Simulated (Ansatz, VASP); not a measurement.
# One calculation of RbAl3, two programs

INCAR

```
ALGO = Normal
EDIFF = 1E-6
ENCUT = 520
GGA = PE
ISIF = 2
ISMEAR = 0
LASPH = True
LCHARG = True
LELF = True
LREAL = False
LVHAR = True
LWAVE = False
NBANDS = 17
NELM = 80
PREC = Accurate
SIGMA = 0.1
```

The input KPOINTS:

```
k-points
0
Gamma
  6 6 6
```

The input POSCAR:

```
RbAl3
1.0
   -2.1313599248      2.1313599248      4.7609598320
    2.1313599248     -2.1313599248      4.7609598320
    2.1313599248      2.1313599248     -4.7609598320
Rb Al
1 3
Direct
    0.0000000000      0.0000000000      0.0000000000
    0.5000000000      0.5000000000      0.0000000000
    0.2500000000      0.7500000000      0.5000000000
    0.7500000000      0.2500000000      0.5000000000
```

Input for Ansatz:

```yaml
crystal:
  lattice:
    - [-2.1313599248, 2.1313599248, 4.760959832]
    - [2.1313599248, -2.1313599248, 4.760959832]
    - [2.1313599248, 2.1313599248, -4.760959832]
  atoms:
    - { symbol: Rb, position: [0.0, 0.0, 0.0] }
    - { symbol: Al, position: [0.5, 0.5, 0.0] }
    - { symbol: Al, position: [0.25, 0.75, 0.5] }
    - { symbol: Al, position: [0.75, 0.25, 0.5] }
basis:
  ecutwfc: 420
kpoints:
  mp_grid: { grid: [6, 6, 6] }
hamiltonian:
  xc: pbe
scf:
  occupations: { method: gaussian, width: 0.1 }
  lower_state_search: "off"
output:
  forces: true
  stress: true
  eigenvalues: true
```

Alike in both runs: task single point; functional PBE; k mesh 6 × 6 × 6; occupations gaussian, width 0.1 eV; no spin polarisation.

|  | VASP | Ansatz |
| --- | --- | --- |
| version | VASP 6.6.1 | Ansatz 0.2.0 |
| potentials or method | VASP PAW PBE potentials, release 64 (Rb_sv, Al), cutoff 520 eV | scalar-relativistic, plane waves, PAW |
| valence electrons in the cell | 18 | 18 |

|  | VASP | Ansatz | Ansatz less VASP |
| --- | --- | --- | --- |
| gap on the k mesh at the Fermi level (eV) | none | none | - |
| pressure (GPa) | 9.0 | 8.9 | -0.05 |
| traceless stress, the component that is largest in VASP (GPa) | -6.55 | -6.57 | -0.020 |

A gap of «none» marks a metal or a gap that the smearing closes.
